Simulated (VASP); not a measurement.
# Na (Im-3m) in VASP: a series of runs, part 2 of 2

VASP 6.6.1. Earlier steps stand in the parts before.

**3. Single point, revPBE (40.86 Å³/atom)**

This run uses another cell than the first one, of 40.86 Å³/atom.

The input, INCAR:

```
SYSTEM = Na
ALGO     = Normal         ! electronic algorithm
EDIFF    = 1E-7           ! SCF threshold, eV
ENCUT    = 520            ! plane-wave cutoff, eV
GGA      = RE             ! functional
ISIF     = 2              ! what is computed and relaxed
ISMEAR   = -1             ! smearing method
LASPH    = .TRUE.         ! aspherical terms in the spheres
LCHARG   = .TRUE.         ! write CHGCAR
LELF     = .TRUE.         ! ELF
LREAL    = .FALSE.        ! projectors in reciprocal space
LVHAR    = .TRUE.       
LWAVE    = .FALSE.        ! write WAVECAR
NBANDS   = 10             ! bands
NELM     = 100            ! most SCF steps
PREC     = Accurate       ! precision mode
SIGMA    = 0.1            ! smearing width, eV
```

The input, KPOINTS:

```
k-points
0
G
  17 17 17
  0 0 0
```

The input, POSCAR:

```
Na
1.0
   -2.1698414940      2.1698414940      2.1698414940
    2.1698414940     -2.1698414940      2.1698414940
    2.1698414940      2.1698414940     -2.1698414940
Na
1
Direct
    0.0000000000      0.0000000000      0.0000000000
```

Potentials or basis: VASP PAW PBE potentials, release 64 (Na_pv).

On the command line:

```
> cat potpaw_PBE.64/Na_pv/POTCAR > POTCAR
> mpirun -np 1 vasp_std > vasp.out
```

Wall time 20 s (1 thread of Intel Xeon 6975P-C (Granite Rapids), shared host); peak memory 0.18 GiB.

Results (log left out):

* Free energy: -1.2098 eV
* Pressure: -0.2 GPa
* Band gap on the k mesh: zero (an odd number of electrons rules out a gap without spin polarisation)

Levels at points of the mesh, in eV from the Fermi level:
```csv
k point,band 1,band 2,band 3,band 4,band 5,band 6,band 7,band 8,band 9
"(0.00, 0.00, 0.00)",-25.00,-25.00,-25.00,-3.08,11.15,11.15,11.15,12.04,12.04
```

Caveat: the PAW data sets were made with another functional, which shifts forces and pressure a little.

**4. Single point, revPBE (42.44 Å³/atom)**

This run uses another cell than the first one, of 42.44 Å³/atom.

The input, INCAR:

```
ALGO     = Normal         # electronic algorithm
EDIFF    = 1E-6           # SCF threshold, eV
ENCUT    = 520            # plane-wave cutoff, eV
GGA      = RE             # functional
ISIF     = 2              # what is computed and relaxed
ISMEAR   = -1             # smearing method
LASPH    = T              # aspherical terms in the spheres
LCHARG   = F              # write CHGCAR
LREAL    = F              # projectors in reciprocal space
LWAVE    = F              # write WAVECAR
NBANDS   = 10             # bands
NELM     = 60             # most SCF steps
PREC     = Accurate       # precision mode
SIGMA    = 0.1            # smearing width, eV
```

The input, KPOINTS:

```
k-points
0
Gamma
  17 17 17
```

The input, POSCAR:

```
Na
1.0
   -2.1973107581      2.1973107581      2.1973107581
    2.1973107581     -2.1973107581      2.1973107581
    2.1973107581      2.1973107581     -2.1973107581
Na
1
Direct
    0.0000000000      0.0000000000      0.0000000000
```

Potentials or basis: VASP PAW PBE potentials, release 64 (Na_pv).

On the command line:

```
> cat potpaw_PBE.64/Na_pv/POTCAR > POTCAR
> mpirun -np 1 vasp_std > vasp.out
```

OUTCAR:

```text
EDIFF = 1E-6
   ENCUT = 520
   GGA = RE
   ISIF = 2
   ISMEAR = -1
   LASPH = T
   LREAL = F
   NELM = 60
   PREC = Accurate

 ion  position               nearest neighbor table
   1  0.000  0.000  0.000-

  LATTYP: Found a body centered cubic cell.
 ALAT       =     4.3946215162

  Lattice vectors:

 A1 = (  -2.1973107581,   2.1973107581,   2.1973107581)
 A2 = (   2.1973107581,  -2.1973107581,   2.1973107581)
[... 489 lines left out ...]
      9      11.3516      0.00000
     10      13.5799      0.00000

 [... further k-points ...]

------------------------ aborting loop because EDIFF is reached ----------------------------------------

  FORCE on cell =-STRESS in cart. coord.  units (eV):
  Direction    XX          YY          ZZ          XY          YZ          ZX
  --------------------------------------------------------------------------------------
  -------------------------------------------------------------------------------------
  Total       -0.1149905     -0.1149905     -0.1149905      0.0000000      0.0000000     -0.0000000
  in kB       -4.3414821     -4.3414821     -4.3414821      0.0000000      0.0000000     -0.0000000
  external PRESSURE =      -4.3414821 kB  Pullay stress =       0.0000000 kB

 VOLUME and BASIS-vectors are now :
 -----------------------------------------------------------------------------
  energy-cutoff  :      520.00
  volume of cell :       42.44
      direct lattice vectors                 reciprocal lattice vectors
    -2.197310758  2.197310758  2.197310758     0.000000000  0.227550882  0.227550882
     2.197310758 -2.197310758  2.197310758     0.227550882  0.000000000  0.227550882
     2.197310758  2.197310758 -2.197310758     0.227550882  0.227550882  0.000000000

 POSITION                                       TOTAL-FORCE (eV/Angst)
 -----------------------------------------------------------------------------------
      0.00000      0.00000      0.00000        -0.000000      0.000000     -0.000000
 -----------------------------------------------------------------------------------
    total drift:                               -0.000000     -0.000000     -0.000000

  FREE ENERGIE OF THE ION-ELECTRON SYSTEM (eV)
  ---------------------------------------------------
  free  energy   TOTEN  =        -1.2064864194 eV

  energy  without entropy=       -1.1892665269  energy(sigma->0) =       -1.19787647
```

OSZICAR:

```text
N       E                     dE             d eps       ncg     rms          rms(c)
DAV:   1     0.263366120952E+02    0.26337E+02   -0.37523E+03  3310   0.560E+02
DAV:   2    -0.639906868637E+00   -0.26977E+02   -0.26861E+02  3390   0.140E+02
DAV:   3    -0.119985297706E+01   -0.55995E+00   -0.55951E+00  4068   0.229E+01
DAV:   4    -0.120466881367E+01   -0.48158E-02   -0.48154E-02  3920   0.205E+00
DAV:   5    -0.120474446657E+01   -0.75653E-04   -0.75652E-04  3810   0.253E-01    0.234E-01
DAV:   6    -0.120585701443E+01   -0.11125E-02   -0.30242E-04  3860   0.149E-01    0.157E-01
DAV:   7    -0.120648186035E+01   -0.62485E-03   -0.10723E-03  3610   0.295E-01    0.825E-03
DAV:   8    -0.120648565264E+01   -0.37923E-05   -0.53407E-06  3976   0.254E-02    0.206E-03
DAV:   9    -0.120648641943E+01   -0.76679E-06   -0.28634E-07  2792   0.429E-03
   1 F= -.12064864E+01 E0= -.11978765E+01  d E =-.172199E-01
```

Wall time 15 s (1 thread of Intel Xeon 6975P-C (Granite Rapids), shared host); peak memory 0.18 GiB.

What came out:

```
Free energy            : -1.2065 eV
Pressure               : -0.4 GPa
Band gap on the k mesh : zero (an odd number of electrons rules out a gap without spin polarisation)
```

Caveat: the PAW data sets were made with another functional, which shifts forces and pressure a little.

**5. Single point, revPBE (44.01 Å³/atom)**

This run uses another cell than the first one, of 44.01 Å³/atom.

The input, INCAR:

```
  ALGO = Normal
  EDIFF = 1E-6
  ENCUT = 520
  GGA = RE
  ISIF = 2
  ISMEAR = -1
  LASPH = T
  LCHARG = F
  LREAL = F
  LWAVE = F
  NBANDS = 10
  NELM = 60
  PREC = Accurate
  SIGMA = 0.1
```

KPOINTS is that of step 4.

The input, POSCAR:

```
Na
1.0
   -2.2241098719      2.2241098719      2.2241098719
    2.2241098719     -2.2241098719      2.2241098719
    2.2241098719      2.2241098719     -2.2241098719
Na
1
Direct
    0.0000000000      0.0000000000      0.0000000000
```

Potentials or basis: VASP PAW PBE potentials, release 64 (Na_pv).

On the command line:

```
> cat potpaw_PBE.64/Na_pv/POTCAR > POTCAR
> mpirun -np 1 vasp_std > vasp.out
```

OUTCAR:

```text
EDIFF = 1E-6
   ENCUT = 520
   GGA = RE
   ISIF = 2
   ISMEAR = -1
   LASPH = T
   LREAL = F
   NELM = 60
   PREC = Accurate

 ion  position               nearest neighbor table
   1  0.000  0.000  0.000-

  LATTYP: Found a body centered cubic cell.
 ALAT       =     4.4482197438

  Lattice vectors:

 A1 = (  -2.2241098719,   2.2241098719,   2.2241098719)
 A2 = (   2.2241098719,  -2.2241098719,   2.2241098719)
[... 490 lines left out ...]
      9      10.9824      0.00000
     10      13.1837      0.00000

 [... further k-points ...]

------------------------ aborting loop because EDIFF is reached ----------------------------------------

  FORCE on cell =-STRESS in cart. coord.  units (eV):
  Direction    XX          YY          ZZ          XY          YZ          ZX
  --------------------------------------------------------------------------------------
  -------------------------------------------------------------------------------------
  Total       -0.1687993     -0.1687993     -0.1687993     -0.0000000      0.0000000      0.0000000
  in kB       -6.1454341     -6.1454341     -6.1454341     -0.0000000      0.0000000      0.0000000
  external PRESSURE =      -6.1454341 kB  Pullay stress =       0.0000000 kB

 VOLUME and BASIS-vectors are now :
 -----------------------------------------------------------------------------
  energy-cutoff  :      520.00
  volume of cell :       44.01
      direct lattice vectors                 reciprocal lattice vectors
    -2.224109872  2.224109872  2.224109872     0.000000000  0.224809038  0.224809038
     2.224109872 -2.224109872  2.224109872     0.224809038  0.000000000  0.224809038
     2.224109872  2.224109872 -2.224109872     0.224809038  0.224809038  0.000000000

 POSITION                                       TOTAL-FORCE (eV/Angst)
 -----------------------------------------------------------------------------------
      0.00000      0.00000      0.00000         0.000000      0.000000      0.000000
 -----------------------------------------------------------------------------------
    total drift:                               -0.000000     -0.000000      0.000000

  FREE ENERGIE OF THE ION-ELECTRON SYSTEM (eV)
  ---------------------------------------------------
  free  energy   TOTEN  =        -1.2012445092 eV

  energy  without entropy=       -1.1836706871  energy(sigma->0) =       -1.19245760
```

OSZICAR:

```text
N       E                     dE             d eps       ncg     rms          rms(c)
DAV:   1     0.269758638596E+02    0.26976E+02   -0.37396E+03  3304   0.562E+02
DAV:   2    -0.574165395843E+00   -0.27550E+02   -0.27431E+02  3402   0.143E+02
DAV:   3    -0.119326317503E+01   -0.61910E+00   -0.61863E+00  4006   0.239E+01
DAV:   4    -0.119922782708E+01   -0.59647E-02   -0.59642E-02  3902   0.229E+00
DAV:   5    -0.119932711947E+01   -0.99292E-04   -0.99291E-04  3906   0.294E-01    0.236E-01
DAV:   6    -0.120054620856E+01   -0.12191E-02   -0.31688E-04  3942   0.147E-01    0.159E-01
DAV:   7    -0.120123887930E+01   -0.69267E-03   -0.11124E-03  3624   0.291E-01    0.871E-03
DAV:   8    -0.120124358745E+01   -0.47082E-05   -0.51038E-06  3932   0.231E-02    0.218E-03
DAV:   9    -0.120124450919E+01   -0.92174E-06   -0.37039E-07  3278   0.466E-03
   1 F= -.12012445E+01 E0= -.11924576E+01  d E =-.175738E-01
```

stdout:

```text
POSCAR found type information on POSCAR Na
 POSCAR found :  1 types and       1 ions
 scaLAPACK will be used
 -----------------------------------------------------------------------------
|                                                                             |
|                                                                             |
|     You enforced a specific xc type in the INCAR file but a different       |
|     I HOPE YOU KNOW WHAT YOU ARE DOING!                                     |
|                                                                             |
 -----------------------------------------------------------------------------

 LDA part: xc-table for (Slater+PW92), standard interpolation
 POSCAR, INCAR and KPOINTS ok, starting setup
 FFT: planning ... GRIDC
 FFT: planning ... GRID_SOFT
 FFT: planning ... GRID
 WAVECAR not read
 entering main loop
```

It took 23 s on 1 thread of Intel Xeon 6975P-C (Granite Rapids), shared host; peak memory 0.19 GiB.

Results:

- Free energy: -1.2012 eV
- Pressure: -0.6 GPa
- Band gap on the k mesh: zero (an odd number of electrons rules out a gap without spin polarisation)

Caveat: the PAW data sets were made with another functional, which shifts forces and pressure a little.

**6. Summary**

```csv
cell,gap on the mesh (eV),pressure (GPa)
"a = 3.709 Å, angles 109.5°, 1 atom",none,0.0
"a = 3.758 Å, angles 109.5°, 1 atom",none,-0.2
"a = 3.806 Å, angles 109.5°, 1 atom",none,-0.4
"a = 3.852 Å, angles 109.5°, 1 atom",none,-0.6
```

Alike in all rows: task single point; level revPBE; potentials or basis VASP PAW PBE potentials, release 64 (Na_pv); no spin polarisation; k mesh 17 × 17 × 17; cutoff (eV) 520; smearing fermi-dirac 0.1 eV.

Caveats: the PAW data sets were made with another functional, which shifts forces and pressure a little.

Absolute energies hang on the potentials; compare differences alone.
